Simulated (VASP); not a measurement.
# Ta (Im-3m) in VASP: a series of runs

Runs on Ta. Level: LDA. Tasks: single point, relaxation of cell and atoms.

Program: VASP 6.6.1. These are calculated values, not measurements. Logs are shortened: lines on timing, memory, paths and dates and some standing lists are left out, and cuts for length are marked.

**1. The cell of the first run**

Symmetry: Im-3m, No. 229, cubic system. The conventional cell has a = 3.255 Å, b = 3.255 Å, c = 3.255 Å, α = 90.00°, β = 90.00°, γ = 90.00°. Within 3.7 Å of Ta (site symmetry m-3m) lie 14 Ta at 2.82 to 3.25 Å.

**2. Single point, LDA**

File INCAR:

```
SYSTEM = Ta
  PREC = Accurate
  ENCUT = 520
  EDIFF = 1E-6
  ISMEAR = 1
  SIGMA = 0.1
  LREAL = .False.
  LASPH = .True.
  NELM = 80
  ALGO = Normal
  ISIF = 2
  LWAVE = .False.
  LCHARG = .True.
  GGA = CA
  LELF = .True.
  LVHAR = .True.
  NBANDS = 12
```

File KPOINTS:

```
regular mesh
0
Gamma
  17 17 17
  0 0 0
```

File POSCAR:

```
Ta
1.0
   -1.6274356527      1.6274356527      1.6274356527
    1.6274356527     -1.6274356527      1.6274356527
    1.6274356527      1.6274356527     -1.6274356527
Ta
1
Direct
    0.0000000000      0.0000000000      0.0000000000
```

Potentials or basis: VASP PAW LDA potentials, release 64 (Ta_pv).

Run with:

```console
$ cat potpaw_LDA.64/Ta_pv/POTCAR > POTCAR
$ mpirun -np 1 vasp_std > vasp.out
```

OUTCAR:

```text
SYSTEM = Ta
   PREC = Accurate
   ENCUT = 520
   EDIFF = 1E-6
   ISMEAR = 1
   LREAL = .False.
   LASPH = .True.
   NELM = 80
   ISIF = 2
   GGA = CA

 ion  position               nearest neighbor table
   1  0.000  0.000  0.000-

  LATTYP: Found a body centered cubic cell.
 ALAT       =     3.2548713054

  Lattice vectors:

 A1 = (  -1.6274356527,   1.6274356527,   1.6274356527)
 A2 = (   1.6274356527,  -1.6274356527,   1.6274356527)
 A3 = (   1.6274356527,   1.6274356527,  -1.6274356527)

Analysis of symmetry for initial positions (statically):
=====================================================================
 Subroutine PRICEL returns:
 Original cell was already a primitive cell.

 Routine SETGRP: Setting up the symmetry group for a
 body centered cubic supercell.

 Subroutine GETGRP returns: Found 48 space group operations
 (whereof 48 operations were pure point group operations)
 out of a pool of 48 trial point group operations.

The static configuration has the point symmetry O_h .

Analysis of symmetry for dynamics (positions and initial velocities):
=====================================================================
 Subroutine PRICEL returns:
 Original cell was already a primitive cell.

 Routine SETGRP: Setting up the symmetry group for a
 body centered cubic supercell.

 Subroutine GETGRP returns: Found 48 space group operations
 (whereof 48 operations were pure point group operations)
 out of a pool of 48 trial point group operations.

The dynamic configuration has the point symmetry O_h .

 Subroutine INISYM returns: Found 48 space group operations
 (whereof 48 operations are pure point group operations),
 and found     1 'primitive' translations

----------------------------------------------------------------------------------------

                                     Primitive cell

  volume of cell :      17.2414

  direct lattice vectors                    reciprocal lattice vectors
    -1.627435653  1.627435653  1.627435653     0.000000000  0.307231809  0.307231809
     1.627435653 -1.627435653  1.627435653     0.307231809  0.000000000  0.307231809
     1.627435653  1.627435653 -1.627435653     0.307231809  0.307231809  0.000000000

  length of vectors
     2.818801237  2.818801237  2.818801237     0.434491391  0.434491391  0.434491391

  position of ions in fractional coordinates (direct lattice)
     0.000000000  0.000000000  0.000000000

  ion indices of the primitive-cell ions
   primitive index   ion index
[... 75 lines left out ...]
   EDIFFG = 0.1E-04   stopping-criterion for IOM
   NSW    =      0    number of steps for IOM
   IBRION =     -1    ionic relax: 0-MD 1-quasi-New 2-CG
   NFREE  =      0    steps in history (QN), initial steepest desc. (CG)
   ISIF   =      2    stress and relaxation
   ISYM   =      2    0-nonsym 1-usesym 2-fastsym
   POTIM  = 0.5000    time-step for ionic-motion
   TEBEG  =    0.0;   TEEND  =   0.0 temperature during run
   PSTRESS=    0.0 pullay stress
   NELECT =      11.0000    total number of electrons
   NUPDOWN=      -1.0000    fix difference up-down
   EMIN   =  10.00;   EMAX   =-10.00  energy-range for DOS
   EFERMI =   0.00;   METHOD = LEGACY
   ISMEAR =     1;   SIGMA  =   0.10  broadening in eV -4-tet -1-fermi 0-gaus
   EFERMI_NEDOS =   21; number of points for ismear=-14 and -15
   IALGO  =     38    algorithm
   IMIX   =      4    mixing-type and parameters
     AMIX     =   0.40;   BMIX     =  1.00
     AMIX_MAG =   1.60;   BMIX_MAG =  1.00
  volume/ion in A,a.u.               =      17.24       116.35
  Fermi-wavevector in a.u.,A,eV,Ry     =   1.409338  2.663263 27.024358  1.986234
  Thomas-Fermi vector in A             =   2.531404
   LORBIT       =      0    0 simple, 1 ext, 2 COOP (PROOUT), +10 PAW based schemes
   GGA     = CA    functional components
   LHFCALC =     F    Hartree Fock is set to
   AEXX    =    0.0000 exact exchange contribution
   IVDW    =     0    specifies the selected vdW correction
   LEPSILON=     F    determine dielectric tensor
   LRPA    =     F    only Hartree local field effects (RPA)
 non-spin polarized calculation
 Methfessel and Paxton  Order N= 1 SIGMA  =   0.10
  energy-cutoff  :      520.00
  volume of cell :       17.24
 maximum number of plane-waves:       478
 NGX is ok and might be reduce to    24
   NGX = 11   NGY = 11   NGZ = 11

 number of electron      11.0000000 magnetization

 Free energy of the ion-electron system (eV)
  ---------------------------------------------------
  ext. energy  EPLUGINS =         0.00000000
  ---------------------------------------------------
  free energy    TOTEN  =       -12.82802626 eV

  energy without entropy =      -12.82852097  energy(sigma->0) =      -12.82819116

 E-fermi :   5.7376     XC(G=0): -13.0205

 val. band max:        5.7208888010   @ k =   0.1765   0.0588   0.0000
 cond. band min:       5.7559565223   @ k =  -0.2353   0.2353   0.1176
 fundamental gap:      0.0350677212
 Fermi energy:         5.7375836985

 k-point     1 :       0.0000    0.0000    0.0000
  band No.  band energies     occupation
      1     -26.9671      2.00000
      2     -26.9671      2.00000
      3     -26.9671      2.00000
      4      -2.2367      2.00000
      5       6.4306     -0.00000
      6       6.4306     -0.00000
      7       6.4306     -0.00000
      8       9.8488      0.00000
      9       9.8488      0.00000
     10      19.5930      0.00000
     11      21.0478      0.00000
     12      21.0478      0.00000
[... 331 lines left out ...]
 k-point    24 :       0.1765    0.1765    0.0000
  band No.  band energies     occupation
      1     -27.8606      2.00000
      2     -27.2631      2.00000
      3     -27.0599      2.00000
      4       1.1384      2.00000
      5       4.7993      2.00000
      6       5.0897      2.00000
      7       8.8417      0.00000
      8      10.6040      0.00000
      9      10.8063      0.00000
     10      19.5861      0.00000
     11      20.9585      0.00000
     12      23.0874      0.00000

 [... further k-points ...]
[... 5 lines left out ...]
  --------------------------------------------------------------------------------------
  -------------------------------------------------------------------------------------
  Total        0.0920306      0.0920306      0.0920306     -0.0000000     -0.0000000      0.0000000
  in kB        8.5520699      8.5520699      8.5520699     -0.0000000     -0.0000000      0.0000000
  external PRESSURE =       8.5520699 kB  Pullay stress =       0.0000000 kB

 VOLUME and BASIS-vectors are now :
 -----------------------------------------------------------------------------
  energy-cutoff  :      520.00
  volume of cell :       17.24
      direct lattice vectors                 reciprocal lattice vectors
    -1.627435653  1.627435653  1.627435653     0.000000000  0.307231809  0.307231809
     1.627435653 -1.627435653  1.627435653     0.307231809  0.000000000  0.307231809
     1.627435653  1.627435653 -1.627435653     0.307231809  0.307231809  0.000000000

 POSITION                                       TOTAL-FORCE (eV/Angst)
 -----------------------------------------------------------------------------------
      0.00000      0.00000      0.00000         0.000000     -0.000000      0.000000
 -----------------------------------------------------------------------------------
    total drift:                               -0.000000      0.000000      0.000000

  FREE ENERGIE OF THE ION-ELECTRON SYSTEM (eV)
  ---------------------------------------------------
  free  energy   TOTEN  =       -12.8280262570 eV

  energy  without entropy=      -12.8285209683  energy(sigma->0) =      -12.82819116
```

Run time: 29 s. Hardware: 1 thread of Intel Xeon 8259CL, shared host; peak memory 0.15 GiB.

Results:

```yaml
Free_energy: -12.8280 eV
Pressure: 0.9 GPa
Band_gap_on_the_k_mesh: zero (an odd number of electrons rules out a gap without spin polarisation)
```

Caveat: spin-orbit coupling is left out, which moves the levels of the heavy elements.

**3. Relaxation of cell and atoms, LDA**

This run uses another cell than the first one, of 18.01 Å³/atom.

File INCAR:

```
  PREC = Accurate
  ENCUT = 600
  EDIFF = 1E-6
  ISMEAR = 1
  SIGMA = 0.1
  LREAL = False
  LASPH = True
  NELM = 80
  ALGO = Normal
  ISIF = 3
  LWAVE = False
  LCHARG = False
  GGA = CA
  IBRION = 2
  NSW = 80
  EDIFFG = -0.02
```

File KPOINTS:

```
Automatic mesh
0
Gamma
  17 17 17
```

File POSCAR:

```
Ta
1.0
   -1.6512800000      1.6512800000      1.6512800000
    1.6512800000     -1.6512800000      1.6512800000
    1.6512800000      1.6512800000     -1.6512800000
Ta
1
Direct
    0.0000000000      0.0000000000      0.0000000000
```

Potentials or basis: VASP PAW LDA potentials, release 64 (Ta_pv).

Run with:

```console
$ cat potpaw_LDA.64/Ta_pv/POTCAR > POTCAR
$ mpirun -np 1 vasp_std > vasp.out
```

Wall time 70 s (1 thread of Intel Xeon 8259CL, shared host); peak memory 0.17 GiB.

The run converged. Its results:

```yaml
Free_energy: -12.8284 eV
Relaxed_volume: 17.31 Å³/atom
Relaxed_cell: a = 2.822 Å, b = 2.822 Å, c = 2.822 Å, α = 109.47°, β = 109.47°, γ = 109.47°
Space_group_after_relaxing_to_0.1_Å: Im-3m (No. 229)
Energy_gained_by_relaxing: 18.8 meV/atom
Ionic_steps: 4
Pressure_after_relaxing: -0.1 GPa
Band_gap_on_the_k_mesh: zero (an odd number of electrons rules out a gap without spin polarisation)
```

The path:
| step | energy change (eV) | largest force (eV/Å) | pressure (GPa) | volume (Å³) |
| --- | --- | --- | --- | --- |
| 1 | 0.0000 | 0.0000 | -8.26 | 18.01 |
| 2 | 0.1015 | 0.0000 | 25.32 | 15.70 |
| 3 | -0.0188 | 0.0000 | -0.45 | 17.34 |
| 4 | -0.0188 | 0.0000 | -0.05 | 17.31 |

Final structure:
```
Ta
1.0
    -1.62954    1.62954    1.62954
     1.62954   -1.62954    1.62954
     1.62954    1.62954   -1.62954
Ta
1
Cartesian
  0.0000 0.0000 0.0000
```

Levels at points of the mesh, in eV from the Fermi level:
| k point | band 3 | band 4 | band 5 | band 6 | band 7 | band 8 |
| --- | --- | --- | --- | --- | --- | --- |
| (0.00, 0.00, 0.00) | -32.72 | -7.96 | 0.69 | 0.69 | 0.69 | 4.10 |

Caveat: spin-orbit coupling is left out, which moves the levels of the heavy elements. LDA usually gives volumes a few per cent too small.

The gap in the log of VASP goes by the Fermi energy; the results here count the filled bands.